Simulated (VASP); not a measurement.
Here is a VASP 6.6.1 calculation.

Contents of INCAR:

```
  PREC = Accurate
  ENCUT = 520
  EDIFF = 1E-7
  ISMEAR = -1
  SIGMA = 0.05
  LREAL = False
  LASPH = True
  NELM = 100
  ALGO = Normal
  ISIF = 2
  LWAVE = False
  LCHARG = True
  GGA = PS
  LELF = True
  LVHAR = True
  NBANDS = 26
```

Contents of KPOINTS:

```
regular mesh
0
Gamma
  8 8 8
```

POSCAR

```
AlCu3
1.0
    0.0000000000      2.8686277799      2.8686277799
    2.8686277799      0.0000000000      2.8686277799
    2.8686277799      2.8686277799      0.0000000000
Cu Al
3 1
Direct
    0.7500000000      0.7500000000      0.7500000000
    0.2500000000      0.2500000000      0.2500000000
    0.5000000000      0.5000000000      0.5000000000
    0.0000000000      0.0000000000      0.0000000000
```

Potentials or basis: VASP PAW PBE potentials, release 64 (Cu, Al).

The run is started by

```bash
$ cat potpaw_PBE.64/Cu/POTCAR potpaw_PBE.64/Al/POTCAR > POTCAR
$ mpirun -np 1 vasp_std > vasp.out
```

**Question.** What does it give for the pressure?

**Answer.** 3.1 GPa.

**Question.** What does it give for the band gap on the k mesh?

**Answer.** Zero (band 18 reaches 12.57 eV, above the bottom of band 19 at 6.66 eV).

Caveat: the PAW data sets were made with another functional, which shifts forces and pressure a little.
